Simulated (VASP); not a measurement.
The system is KI.

```
K I
1.0
     4.29095    0.00000    0.00000
     0.00000    4.29095    0.00000
     0.00000    0.00000    4.29095
K I
1 1
Direct
  0.00000 0.00000 0.00000
  0.50000 0.50000 0.50000
```

Base run:

```yaml
Program: VASP 6.6.1
Functional: r2SCAN
Potentials_or_basis: VASP PAW PBE potentials, release 64 (K_sv, I)
Cutoff: 520 eV
k_mesh: 6 × 6 × 6
Occupations: gaussian, width 0.01 eV
Spin: no spin polarisation
```

Its results: band gap on the k mesh 4.04 eV (least direct gap 4.41 eV); pressure 0.0 GPa.

The run is repeated on the same cell with these changes: functional from r2SCAN to PBE; k mesh from 6 × 6 × 6 to 4 × 4 × 4. What comes out?

Band gap on the k mesh 3.33 eV (least direct gap 3.69 eV); pressure 0.6 GPa.

Several settings changed at once.

Caveats: spin-orbit coupling is left out, which moves the levels of the heavy elements; the PAW data sets were made with another functional, which shifts forces and pressure a little (at least some runs).

A k mesh can miss the band edges.
